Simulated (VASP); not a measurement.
# Ir (I4/mmm) in VASP: further runs

Ir is run at these levels: PBEsol; tasks: single point.

Program: VASP 6.6.1. These are calculated values, not measurements. Logs are shortened: lines on timing, memory, paths and dates and some standing lists are left out, and cuts for length are marked.

### Step 1. The cell of the first run

Symmetry: I4/mmm, No. 139, tetragonal system. The conventional cell has a = 2.783 Å, b = 2.783 Å, c = 3.743 Å, α = 90.00°, β = 90.00°, γ = 90.00°. Within 4.0 Å of Ir (site symmetry 4/mmm) lie 18 Ir at 2.72 to 3.94 Å.

### Step 2. Single point, PBEsol (strain +0.025 along x and y, -0.025 along z)

File INCAR:

```
SYSTEM = Ir
PREC = Accurate
ENCUT = 520
EDIFF = 1E-6
ISMEAR = 0
SIGMA = 0.15
LREAL = .False.
LASPH = .True.
NELM = 60
ALGO = Normal
ISIF = 2
LWAVE = .False.
LCHARG = .False.
GGA = PS
NBANDS = 10
```

File KPOINTS:

```
Automatic mesh
0
Gamma
  22 22 22
  0 0 0
```

File POSCAR:

```
Ir
1.0
    0.0000000000      1.9676925000      1.8717075000
    1.9676925000      0.0000000000      1.8717075000
    1.9676925000      1.9676925000      0.0000000000
Ir
1
Direct
    0.0000000000      0.0000000000      0.0000000000
```

Potentials or basis: VASP PAW PBE potentials, release 64 (Ir).

Run with:

```console
> cat potpaw_PBE.64/Ir/POTCAR > POTCAR
> mpirun -np 1 vasp_std > vasp.out
```

OUTCAR:

```text
SYSTEM = Ir
   PREC = Accurate
   ENCUT = 520
   EDIFF = 1E-6
   ISMEAR = 0
   LREAL = .False.
   LASPH = .True.
   NELM = 60
   ISIF = 2
   GGA = PS

 ion  position               nearest neighbor table
   1  0.000  0.000  0.000-

  LATTYP: Found a body centered tetragonal cell.
 ALAT       =     2.7827374201
 C/A-ratio  =     1.3452275349

  Lattice vectors:

 A1 = (   0.0000000000,  -1.9676925000,  -1.8717075000)
 A2 = (   0.0000000000,   1.9676925000,  -1.8717075000)
 A3 = (   1.9676925000,   0.0000000000,   1.8717075000)

Analysis of symmetry for initial positions (statically):
=====================================================================
 Subroutine PRICEL returns:
 Original cell was already a primitive cell.

 Routine SETGRP: Setting up the symmetry group for a
 body centered tetragonal supercell.

 Subroutine GETGRP returns: Found 16 space group operations
 (whereof 16 operations were pure point group operations)
 out of a pool of 16 trial point group operations.

The static configuration has the point symmetry D_4h.

Analysis of symmetry for dynamics (positions and initial velocities):
=====================================================================
 Subroutine PRICEL returns:
 Original cell was already a primitive cell.

 Routine SETGRP: Setting up the symmetry group for a
 body centered tetragonal supercell.

 Subroutine GETGRP returns: Found 16 space group operations
 (whereof 16 operations were pure point group operations)
 out of a pool of 16 trial point group operations.

The dynamic configuration has the point symmetry D_4h.

 Subroutine INISYM returns: Found 16 space group operations
 (whereof 16 operations are pure point group operations),
 and found     1 'primitive' translations

----------------------------------------------------------------------------------------

                                     Primitive cell

  volume of cell :      14.4938

  direct lattice vectors                    reciprocal lattice vectors
     0.000000000  1.967692500  1.871707500    -0.254104745  0.254104745  0.267135757
     1.967692500  0.000000000  1.871707500     0.254104745 -0.254104745  0.267135757
     1.967692500  1.967692500  0.000000000     0.254104745  0.254104745 -0.267135757

  length of vectors
     2.715714039  2.715714039  2.782737420     0.447772213  0.447772213  0.447772213

  position of ions in fractional coordinates (direct lattice)
     0.000000000  0.000000000  0.000000000

  ion indices of the primitive-cell ions
   primitive index   ion index
                 1           1

----------------------------------------------------------------------------------------

 KPOINTS: Automatic mesh

Automatic generation of k-mesh.
 Grid dimensions read from file:
 generate k-points for:   22   22   22

 Generating k-lattice:

  Cartesian coordinates                     Fractional coordinates (reciprocal lattice)
    -0.011550216  0.011550216  0.012142534     0.045454545  0.000000000  0.000000000
     0.011550216 -0.011550216  0.012142534     0.000000000  0.045454545  0.000000000
     0.011550216  0.011550216 -0.012142534    -0.000000000 -0.000000000  0.045454545

  Length of vectors
     0.020353282  0.020353282  0.020353282

  Shift w.r.t. Gamma in fractional coordinates (k-lattice)
     0.000000000  0.000000000  0.000000000

 Subroutine IBZKPT returns following result:
 ===========================================

 Found    834 irreducible k-points:

 Following reciprocal coordinates:
            Coordinates               Weight
  0.000000  0.000000  0.000000      1.000000
  0.045455  0.000000  0.000000      8.000000
  0.090909  0.000000  0.000000      8.000000
  0.136364  0.000000  0.000000      8.000000
  0.181818  0.000000  0.000000      8.000000
  0.227273  0.000000  0.000000      8.000000
[... 16 lines left out ...]
  0.500000  0.045455  0.000000      8.000000
 -0.454545  0.045455  0.000000      8.000000
 [... further k-points ...]
   k-points           NKPTS =    834   k-points in BZ     NKDIM =    834   number of bands    NBANDS=     10
   number of dos      NEDOS =    301   number of ions     NIONS =      1
   total plane-waves  NPLWV =   9600
   dimension x,y,z NGX =    20 NGY =   20 NGZ =   24
   dimension x,y,z NGXF=    40 NGYF=   40 NGZF=   48
   ions per type =               1
   NGX,Y,Z   is equivalent  to a cutoff of  12.24, 12.24, 14.34 a.u.
   NGXF,Y,Z  is equivalent  to a cutoff of  24.49, 24.49, 28.68 a.u.
 SYSTEM =  Ir
   PREC   = accura    normal or accurate (medium, high low for compatibility)
   ISTART =      0    job   : 0-new  1-cont  2-samecut
   ICHARG =      2    charge: 1-file 2-atom 10-const
   ISPIN  =      1    spin polarized calculation?
   LNONCOLLINEAR =      F non collinear calculations
   LSORBIT =      F    spin-orbit coupling
   LASPH  =      T    aspherical Exc in radial PAW
   ENCUT  =  520.0 eV  38.22 Ry    6.18 a.u.   5.05  5.05  5.17*2*pi/ulx,y,z
   NELM   =     60;   NELMIN=  2; NELMDL= -5     # of ELM steps
   EDIFF  = 0.1E-05   stopping-criterion for ELM
   LREAL  =      F    real-space projection
   EDIFFG = 0.1E-04   stopping-criterion for IOM
   NSW    =      0    number of steps for IOM
   IBRION =     -1    ionic relax: 0-MD 1-quasi-New 2-CG
   NFREE  =      0    steps in history (QN), initial steepest desc. (CG)
   ISIF   =      2    stress and relaxation
   ISYM   =      2    0-nonsym 1-usesym 2-fastsym
   POTIM  = 0.5000    time-step for ionic-motion
   TEBEG  =    0.0;   TEEND  =   0.0 temperature during run
   PSTRESS=    0.0 pullay stress
   NELECT =       9.0000    total number of electrons
   NUPDOWN=      -1.0000    fix difference up-down
   EMIN   =  10.00;   EMAX   =-10.00  energy-range for DOS
   EFERMI =   0.00;   METHOD = LEGACY
   ISMEAR =     0;   SIGMA  =   0.15  broadening in eV -4-tet -1-fermi 0-gaus
   EFERMI_NEDOS =   21; number of points for ismear=-14 and -15
   IALGO  =     38    algorithm
   IMIX   =      4    mixing-type and parameters
     AMIX     =   0.40;   BMIX     =  1.00
     AMIX_MAG =   1.60;   BMIX_MAG =  1.00
  volume/ion in A,a.u.               =      14.49        97.81
  Fermi-wavevector in a.u.,A,eV,Ry     =   1.396673  2.639330 26.540837  1.950697
  Thomas-Fermi vector in A             =   2.520005
   LORBIT       =      0    0 simple, 1 ext, 2 COOP (PROOUT), +10 PAW based schemes
   GGA     = PS    functional components
   LHFCALC =     F    Hartree Fock is set to
   AEXX    =    0.0000 exact exchange contribution
   IVDW    =     0    specifies the selected vdW correction
   LEPSILON=     F    determine dielectric tensor
   LRPA    =     F    only Hartree local field effects (RPA)
 non-spin polarized calculation
 Gauss-broadening in eV      SIGMA  =   0.15
  energy-cutoff  :      520.00
  volume of cell :       14.49
 maximum number of plane-waves:       408
   NGX =  9   NGY =  9   NGZ = 11

 number of electron       9.0000000 magnetization

 Free energy of the ion-electron system (eV)
  ---------------------------------------------------
  ext. energy  EPLUGINS =         0.00000000
  ---------------------------------------------------
  free energy    TOTEN  =        -9.78296612 eV

  energy without entropy =       -9.77053638  energy(sigma->0) =       -9.77675125

 E-fermi :   9.7956     XC(G=0): -13.9593

 val. band max:        9.7930877753   @ k =  -0.1818  -0.0000   0.1364
 cond. band min:       9.7957040139   @ k =   0.3182   0.2727   0.0000
 fundamental gap:      0.0026162385
 Fermi energy:         9.7956027071

 k-point     1 :       0.0000    0.0000    0.0000
  band No.  band energies     occupation
      1      -1.0994      2.00000
      2       5.8840      2.00000
      3       5.8840      2.00000
      4       6.4919      2.00000
      5       8.2599      2.00000
      6       9.0640      2.00000
      7      24.2387      0.00000
      8      29.1142      0.00000
      9      29.1142      0.00000
     10      30.7041      0.00000

 k-point     2 :       0.0455    0.0000    0.0000
  band No.  band energies     occupation
      1      -1.0093      2.00000
      2       5.8693      2.00000
      3       5.9228      2.00000
      4       6.4968      2.00000
      5       8.2419      2.00000
      6       9.0318      2.00000
      7      24.3932      0.00000
      8      28.8359      0.00000
      9      29.2584      0.00000
     10      30.5823      0.00000

 k-point     3 :       0.0909    0.0000    0.0000
  band No.  band energies     occupation
      1      -0.7446      2.00000
      2       5.8046      2.00000
      3       6.0275      2.00000
      4       6.5381      2.00000
      5       8.2037      2.00000
      6       8.9479      2.00000
      7      24.8306      0.00000
      8      27.9326      0.00000
      9      29.6822      0.00000
     10      30.7731      0.00000

 k-point     4 :       0.1364    0.0000    0.0000
  band No.  band energies     occupation
      1      -0.3246      2.00000
      2       5.6803      2.00000
      3       6.1583      2.00000
      4       6.6387      2.00000
      5       8.1937      2.00000
      6       8.8499      2.00000
      7      25.4594      0.00000
      8      26.7402      0.00000
      9      30.3609      0.00000
     10      31.3814      0.00000
[... 222 lines left out ...]
 k-point    22 :       0.4545    0.0455    0.0000
  band No.  band energies     occupation
      1       2.0246      2.00000
      2       5.7666      2.00000
      3       6.2979      2.00000
      4       8.1381      2.00000
      5      10.6641      0.00000
      6      10.7988      0.00000
      7      17.5550      0.00000
      8      24.0363      0.00000
      9      28.9878      0.00000
     10      30.2967      0.00000

 k-point    23 :       0.5000    0.0455    0.0000
  band No.  band energies     occupation
      1       2.0218      2.00000
      2       5.7181      2.00000
      3       6.2475      2.00000
      4       8.6166      2.00000
      5      10.8792      0.00000
      6      10.9638      0.00000
      7      16.8427      0.00000
      8      23.8538      0.00000
      9      28.8277      0.00000
     10      29.7712      0.00000

 k-point    24 :      -0.4545    0.0455    0.0000
  band No.  band energies     occupation
      1       2.0230      2.00000
      2       5.7217      2.00000
      3       6.2522      2.00000
      4       8.5615      2.00000
      5      10.7319      0.00000
      6      10.9306      0.00000
      7      17.0456      0.00000
      8      23.8916      0.00000
      9      29.1379      0.00000
     10      29.6407      0.00000

 [... further k-points ...]

------------------------ aborting loop because EDIFF is reached ----------------------------------------

  FORCE on cell =-STRESS in cart. coord.  units (eV):
  Direction    XX          YY          ZZ          XY          YZ          ZX
  --------------------------------------------------------------------------------------
  -------------------------------------------------------------------------------------
  Total       -1.3904882     -1.3904882      0.1416997      0.0000000     -0.0000000      0.0000000
  in kB     -153.7076395   -153.7076395     15.6638005      0.0000000     -0.0000000      0.0000000
  external PRESSURE =     -97.2504928 kB  Pullay stress =       0.0000000 kB

 VOLUME and BASIS-vectors are now :
 -----------------------------------------------------------------------------
  energy-cutoff  :      520.00
  volume of cell :       14.49
      direct lattice vectors                 reciprocal lattice vectors
     0.000000000  1.967692500  1.871707500    -0.254104745  0.254104745  0.267135757
     1.967692500  0.000000000  1.871707500     0.254104745 -0.254104745  0.267135757
     1.967692500  1.967692500  0.000000000     0.254104745  0.254104745 -0.267135757

 POSITION                                       TOTAL-FORCE (eV/Angst)
 -----------------------------------------------------------------------------------
      0.00000      0.00000      0.00000         0.000000      0.000000     -0.000000
 -----------------------------------------------------------------------------------
    total drift:                               -0.000000     -0.000000     -0.000000

  FREE ENERGIE OF THE ION-ELECTRON SYSTEM (eV)
  ---------------------------------------------------
  free  energy   TOTEN  =        -9.7829661203 eV

  energy  without entropy=       -9.7705363814  energy(sigma->0) =       -9.77675125
```

Wall time 57 s (1 thread of AMD EPYC 9R45 (Zen 5), shared host); peak memory 0.21 GiB.

What came out:

```yaml
Free_energy: -9.7830 eV
Pressure: -9.7 GPa
Band_gap_on_the_k_mesh: zero (an odd number of electrons rules out a gap without spin polarisation)
```

Caveat: the cell differs from its parent crystal (strain +0.025 along x and y, -0.025 along z); the cell stands under tension; the PAW data sets were made with another functional, which shifts forces and pressure a little; spin-orbit coupling is left out, which moves the levels of the heavy elements.

### Step 3. Single point, PBEsol (strain +0.050 along x and y, -0.050 along z)

File INCAR:

```
  ALGO = Normal
  EDIFF = 1E-6
  ENCUT = 520
  GGA = PS
  ISIF = 2
  ISMEAR = 0
  LASPH = T
  LCHARG = F
  LREAL = F
  LWAVE = F
  NBANDS = 10
  NELM = 60
  PREC = Accurate
  SIGMA = 0.15
```

File KPOINTS:

```
k-points
0
Gamma
  22 22 22
```

File POSCAR:

```
Ir
1.0
    0.0000000000      2.0156850000      1.8237150000
    2.0156850000      0.0000000000      1.8237150000
    2.0156850000      2.0156850000      0.0000000000
Ir
1
Direct
    0.0000000000      0.0000000000      0.0000000000
```

Potentials or basis: VASP PAW PBE potentials, release 64 (Ir).

Run with:

```console
> cat potpaw_PBE.64/Ir/POTCAR > POTCAR
> mpirun -np 1 vasp_std > vasp.out
```

It took 57 s on 1 thread of AMD EPYC 9R45 (Zen 5), shared host; peak memory 0.22 GiB.

The run converged. Its results:

| Quantity | Value |
| --- | --- |
| Free energy | -9.6845 eV |
| Pressure | -15.3 GPa |
| Band gap on the k mesh | zero (an odd number of electrons rules out a gap without spin polarisation) |

Stress tensor (GPa, compression positive):
```
-25.32   0.00   0.00
  0.00 -25.32   0.00
  0.00   0.00   4.60
```

Levels at points of the mesh, in eV from the Fermi level:
```csv
k point,band 1,band 2,band 3,band 4,band 5,band 6,band 7,band 8
"(0.00, 0.00, 0.00)",-10.64,-3.89,-3.89,-2.76,-1.88,-0.41,14.62,18.78
"(0.50, 0.00, 0.00)",-7.60,-4.30,-2.95,-0.62,0.49,1.24,6.90,13.78
"(0.50, 0.50, 0.00)",-7.26,-6.91,0.82,1.45,1.45,3.17,10.31,10.31
"(0.50, 0.00, 0.50)",-7.42,-6.69,0.73,0.80,1.06,1.85,9.09,11.68
```

Caveat: the cell differs from its parent crystal (strain +0.050 along x and y, -0.050 along z); the cell stands under tension; the PAW data sets were made with another functional, which shifts forces and pressure a little; spin-orbit coupling is left out, which moves the levels of the heavy elements.

(Continued in part 2 of 2.)
